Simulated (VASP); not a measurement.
# La (P6_3/mmc) in VASP: single point with PBEsol

Aim: the single point of La with PBEsol.

All numbers are computed with VASP 6.6.1; they aren't measurements. Logs are shortened: lines on timing, memory, paths and dates and some standing lists are left out, and cuts for length are marked.

### 1 The cell of the first run

Symmetry: P6_3/mmc, No. 194, hexagonal system. Conventional cell: a = 3.658 Å, b = 3.658 Å, c = 11.706 Å, α = 90.00°, β = 90.00°, γ = 120.00°. La (site symmetry -3m) has 12 La at 3.61 to 3.66 Å within 4.7 Å. Within 4.7 Å of La (site symmetry -6m2) lie 12 La at 3.61 to 3.66 Å.

### 2 Single point, PBEsol

INCAR

```
SYSTEM = La
PREC = Accurate ; ENCUT = 520
EDIFF = 1E-6 ; ISMEAR = 0
SIGMA = 0.05 ; LREAL = .False.
LASPH = .True. ; NELM = 60
ALGO = Normal ; ISIF = 2
LWAVE = .False. ; LCHARG = .True.
GGA = PS ; LELF = .True.
LVHAR = .True. ; NBANDS = 30
```

KPOINTS

```
regular mesh
0
Gamma
  14 14 4
  0 0 0
```

POSCAR

```
La
1.0
    3.6579650401      0.0000000000      0.0000000000
   -1.8289825200      3.1678906509      0.0000000000
    0.0000000000      0.0000000000     11.7059266507
La
4
Direct
    0.0000000000      0.0000000000      0.0000000000
    0.0000000000      0.0000000000      0.5000000000
    0.3333333333      0.6666666667      0.2500000000
    0.6666666667      0.3333333333      0.7500000000
```

Potentials or basis: VASP PAW PBE potentials, release 64 (La).

Run with:

```sh
$ cat potpaw_PBE.64/La/POTCAR > POTCAR
$ mpirun -np 1 vasp_std > vasp.out
```

OUTCAR:

```text
SYSTEM = La
   PREC = Accurate
   ENCUT = 520
   EDIFF = 1E-6
   ISMEAR = 0
   LREAL = .False.
   LASPH = .True.
   NELM = 60
   ISIF = 2
   GGA = PS

 ion  position               nearest neighbor table
   1  0.000  0.000  0.000-   3 3.61   4 3.61   3 3.61   4 3.61   4 3.61   3 3.61
   2  0.000  0.000  0.500-   3 3.61   4 3.61   3 3.61   4 3.61   4 3.61   3 3.61
   3  0.333  0.667  0.250-   1 3.61   2 3.61   1 3.61   2 3.61   1 3.61   2 3.61
   4  0.667  0.333  0.750-   1 3.61   2 3.61   1 3.61   2 3.61   1 3.61   2 3.61

  LATTYP: Found a hexagonal cell.
 ALAT       =     3.6579650401
 C/A-ratio  =     3.2001198815

  Lattice vectors:

 A1 = (   3.6579650401,   0.0000000000,   0.0000000000)
 A2 = (  -1.8289825200,   3.1678906509,   0.0000000000)
 A3 = (   0.0000000000,   0.0000000000,  11.7059266507)

Analysis of symmetry for initial positions (statically):
=====================================================================
 Subroutine PRICEL returns:
 Original cell was already a primitive cell.

 Routine SETGRP: Setting up the symmetry group for a
 hexagonal supercell.

 Subroutine GETGRP returns: Found 24 space group operations
 (whereof 12 operations were pure point group operations)
 out of a pool of 24 trial point group operations.

The static configuration has the point symmetry D_3d.
 The point group associated with its full space group is D_6h.

Analysis of symmetry for dynamics (positions and initial velocities):
=====================================================================
 Subroutine PRICEL returns:
 Original cell was already a primitive cell.

 Routine SETGRP: Setting up the symmetry group for a
 hexagonal supercell.

 Subroutine GETGRP returns: Found 24 space group operations
 (whereof 12 operations were pure point group operations)
 out of a pool of 24 trial point group operations.

The dynamic configuration has the point symmetry D_3d.
 The point group associated with its full space group is D_6h.

 Subroutine INISYM returns: Found 24 space group operations
 (whereof 12 operations are pure point group operations),
 and found     1 'primitive' translations

----------------------------------------------------------------------------------------

                                     Primitive cell

  volume of cell :     135.6487

  direct lattice vectors                    reciprocal lattice vectors
     3.657965040  0.000000000  0.000000000     0.273376041  0.157833731  0.000000000
    -1.828982520  3.167890651  0.000000000     0.000000000  0.315667461  0.000000000
     0.000000000  0.000000000 11.705926651     0.000000000  0.000000000  0.085426812

  length of vectors
     3.657965040  3.657965040 11.705926651     0.315667461  0.315667461  0.085426812

  position of ions in fractional coordinates (direct lattice)
     0.000000000  0.000000000  0.000000000
     0.000000000  0.000000000  0.500000000
     0.333333333  0.666666667  0.250000000
     0.666666667  0.333333333  0.750000000

  ion indices of the primitive-cell ions
   primitive index   ion index
                 1           1
                 2           2
                 3           3
                 4           4

----------------------------------------------------------------------------------------

 KPOINTS: regular mesh

Automatic generation of k-mesh.
 Grid dimensions read from file:
 generate k-points for:   14   14    4

 Generating k-lattice:

  Cartesian coordinates                     Fractional coordinates (reciprocal lattice)
     0.019526860  0.011273838  0.000000000     0.071428571 -0.000000000  0.000000000
     0.000000000  0.022547676  0.000000000     0.000000000  0.071428571  0.000000000
     0.000000000  0.000000000  0.021356703     0.000000000  0.000000000  0.250000000

  Length of vectors
     0.022547676  0.022547676  0.021356703

  Shift w.r.t. Gamma in fractional coordinates (k-lattice)
     0.000000000  0.000000000  0.000000000

 Subroutine IBZKPT returns following result:
 ===========================================

 Found     72 irreducible k-points:

 Following reciprocal coordinates:
            Coordinates               Weight
  0.000000  0.000000  0.000000      1.000000
  0.071429 -0.000000  0.000000      6.000000
  0.142857 -0.000000  0.000000      6.000000
  0.214286 -0.000000  0.000000      6.000000
  0.285714 -0.000000  0.000000      6.000000
  0.357143 -0.000000  0.000000      6.000000
[... 16 lines left out ...]
  0.285714  0.285714  0.000000      6.000000
  0.357143  0.285714  0.000000      6.000000
 [... further k-points ...]
   k-points           NKPTS =     72   k-points in BZ     NKDIM =     72   number of bands    NBANDS=     30
   number of dos      NEDOS =    301   number of ions     NIONS =      4
   total plane-waves  NPLWV =  70560
   dimension x,y,z NGX =    28 NGY =   28 NGZ =   90
   dimension x,y,z NGXF=    56 NGYF=   56 NGZF=  180
   ions per type =               4
   NGX,Y,Z   is equivalent  to a cutoff of  12.73, 12.73, 12.78 a.u.
   NGXF,Y,Z  is equivalent  to a cutoff of  25.45, 25.45, 25.56 a.u.
 SYSTEM =  La
   PREC   = accura    normal or accurate (medium, high low for compatibility)
   ISTART =      0    job   : 0-new  1-cont  2-samecut
   ICHARG =      2    charge: 1-file 2-atom 10-const
   ISPIN  =      1    spin polarized calculation?
   LNONCOLLINEAR =      F non collinear calculations
   LSORBIT =      F    spin-orbit coupling
   LASPH  =      T    aspherical Exc in radial PAW
   ENCUT  =  520.0 eV  38.22 Ry    6.18 a.u.   6.80  6.80 21.77*2*pi/ulx,y,z
   NELM   =     60;   NELMIN=  2; NELMDL= -5     # of ELM steps
   EDIFF  = 0.1E-05   stopping-criterion for ELM
   LREAL  =      F    real-space projection
   EDIFFG = 0.1E-04   stopping-criterion for IOM
   NSW    =      0    number of steps for IOM
   IBRION =     -1    ionic relax: 0-MD 1-quasi-New 2-CG
   NFREE  =      0    steps in history (QN), initial steepest desc. (CG)
   ISIF   =      2    stress and relaxation
   ISYM   =      2    0-nonsym 1-usesym 2-fastsym
   POTIM  = 0.5000    time-step for ionic-motion
   TEBEG  =    0.0;   TEEND  =   0.0 temperature during run
   PSTRESS=    0.0 pullay stress
   NELECT =      44.0000    total number of electrons
   NUPDOWN=      -1.0000    fix difference up-down
   EMIN   =  10.00;   EMAX   =-10.00  energy-range for DOS
   EFERMI =   0.00;   METHOD = LEGACY
   ISMEAR =     0;   SIGMA  =   0.05  broadening in eV -4-tet -1-fermi 0-gaus
   EFERMI_NEDOS =   21; number of points for ismear=-14 and -15
   IALGO  =     38    algorithm
   IMIX   =      4    mixing-type and parameters
     AMIX     =   0.40;   BMIX     =  1.00
     AMIX_MAG =   1.60;   BMIX_MAG =  1.00
  volume/ion in A,a.u.               =      33.91       228.85
  Fermi-wavevector in a.u.,A,eV,Ry     =   1.124831  2.125622 17.214695  1.265244
  Thomas-Fermi vector in A             =   2.261505
   LORBIT       =      0    0 simple, 1 ext, 2 COOP (PROOUT), +10 PAW based schemes
   GGA     = PS    functional components
   LHFCALC =     F    Hartree Fock is set to
   AEXX    =    0.0000 exact exchange contribution
   IVDW    =     0    specifies the selected vdW correction
   LEPSILON=     F    determine dielectric tensor
   LRPA    =     F    only Hartree local field effects (RPA)
 non-spin polarized calculation
 Gauss-broadening in eV      SIGMA  =   0.05
  energy-cutoff  :      520.00
  volume of cell :      135.65
 maximum number of plane-waves:      3676
 NGX is ok and might be reduce to    28
   NGX = 13   NGY = 13   NGZ = 43

 number of electron      44.0000001 magnetization

 Free energy of the ion-electron system (eV)
  ---------------------------------------------------
  ext. energy  EPLUGINS =         0.00000000
  ---------------------------------------------------
  free energy    TOTEN  =       -21.38392753 eV

  energy without entropy =      -21.37602107  energy(sigma->0) =      -21.37997430

 E-fermi :   8.6631     XC(G=0): -10.0618

 val. band max:        8.6624882698   @ k =   0.2143  -0.0000   0.2500
 cond. band min:       8.6742329002   @ k =   0.3571   0.1429   0.2500
 fundamental gap:      0.0117446304
 Fermi energy:         8.6630907784

 k-point     1 :       0.0000    0.0000    0.0000
  band No.  band energies     occupation
      1     -24.1131      2.00000
      2     -23.9663      2.00000
      3     -23.9643      2.00000
      4     -23.8103      2.00000
      5      -8.6831      2.00000
      6      -7.8169      2.00000
[... 22 lines left out ...]
     29      10.1396      0.00000
     30      10.2008      0.00000

 k-point     2 :       0.0714   -0.0000    0.0000
  band No.  band energies     occupation
      1     -24.1016      2.00000
      2     -23.9578      2.00000
      3     -23.9558      2.00000
      4     -23.8051      2.00000
      5      -8.6558      2.00000
      6      -7.8262      2.00000
[... 22 lines left out ...]
     29      10.2644      0.00000
     30      10.3422      0.00000

 k-point     3 :       0.1429   -0.0000    0.0000
  band No.  band energies     occupation
      1     -24.0688      2.00000
      2     -23.9339      2.00000
      3     -23.9319      2.00000
      4     -23.7911      2.00000
      5      -8.5765      2.00000
      6      -7.8682      2.00000
[... 22 lines left out ...]
     29      10.2617      0.00000
     30      10.3814      0.00000

 k-point     4 :       0.2143   -0.0000    0.0000
  band No.  band energies     occupation
      1     -24.0195      2.00000
      2     -23.8991      2.00000
      3     -23.8969      2.00000
      4     -23.7721      2.00000
      5      -8.4540      2.00000
      6      -7.9883      2.00000
[... 616 lines left out ...]
     29      10.3600      0.00000
     30      10.5355      0.00000

 k-point    23 :       0.2857    0.2857    0.0000
  band No.  band energies     occupation
      1     -23.8023      2.00000
      2     -23.7749      2.00000
      3     -23.7724      2.00000
      4     -23.7454      2.00000
      5      -8.3618      2.00000
      6      -8.3105      2.00000
[... 22 lines left out ...]
     29      10.1499      0.00000
     30      10.3968      0.00000

 k-point    24 :       0.3571    0.2857    0.0000
  band No.  band energies     occupation
      1     -23.7809      2.00000
      2     -23.7695      2.00000
      3     -23.7668      2.00000
      4     -23.7558      2.00000
      5      -8.3428      2.00000
      6      -8.2651      2.00000
[... 22 lines left out ...]
     29      10.3688      0.00000
     30      10.4463      0.00000

 [... further k-points ...]
[... 5 lines left out ...]
  --------------------------------------------------------------------------------------
  -------------------------------------------------------------------------------------
  Total        0.1060854      0.1060854      0.1430426      0.0000000      0.0000000      0.0000000
  in kB        1.2529990      1.2529990      1.6895093      0.0000000      0.0000000      0.0000000
  external PRESSURE =       1.3985025 kB  Pullay stress =       0.0000000 kB

 VOLUME and BASIS-vectors are now :
 -----------------------------------------------------------------------------
  energy-cutoff  :      520.00
  volume of cell :      135.65
      direct lattice vectors                 reciprocal lattice vectors
     3.657965040  0.000000000  0.000000000     0.273376041  0.157833731  0.000000000
    -1.828982520  3.167890651  0.000000000     0.000000000  0.315667461  0.000000000
     0.000000000  0.000000000 11.705926651     0.000000000  0.000000000  0.085426812

 POSITION                                       TOTAL-FORCE (eV/Angst)
 -----------------------------------------------------------------------------------
      0.00000      0.00000      0.00000         0.000000      0.000000      0.000000
      0.00000      0.00000      5.85296         0.000000      0.000000      0.000000
     -0.00000      2.11193      2.92648         0.000000     -0.000000     -0.000000
      1.82898      1.05596      8.77944        -0.000000      0.000000      0.000000
 -----------------------------------------------------------------------------------
    total drift:                                0.000000     -0.000000      0.000000

  FREE ENERGIE OF THE ION-ELECTRON SYSTEM (eV)
  ---------------------------------------------------
  free  energy   TOTEN  =       -21.3839275263 eV

  energy  without entropy=      -21.3760210706  energy(sigma->0) =      -21.37997430
```

Run time: 7.5 min. Hardware: 1 thread of Intel Xeon Platinum 8259CL at 2.50GHz (Skylake/Cascade Lake), shared host; peak memory 0.4 GiB.

Results:

```yaml
Free_energy: -21.3839 eV
Pressure: 0.1 GPa
Band_gap_on_the_k_mesh: zero (bands 22 and 23 overlap by 1.29 eV)
```

Levels at points of the mesh, in eV from the Fermi level:
```tsv
k point	band 19	band 20	band 21	band 22	band 23	band 24	band 25	band 26
(0.00, 0.00, 0.00)	-1.83	-1.82	0.57	0.72	1.23	1.23	1.31	1.32
(0.50, 0.00, 0.00)	-1.76	-1.21	-0.79	-0.30	-0.22	0.46	1.09	1.14
(0.00, 0.00, 0.50)	-1.80	-1.80	0.78	0.78	1.31	1.31	1.31	1.31
(0.50, 0.00, 0.50)	-1.51	-1.51	-1.25	-1.25	0.65	0.65	1.40	1.40
```

Caveat: the PAW data sets were made with another functional, which shifts forces and pressure a little; spin-orbit coupling is left out, which moves the levels of the heavy elements.
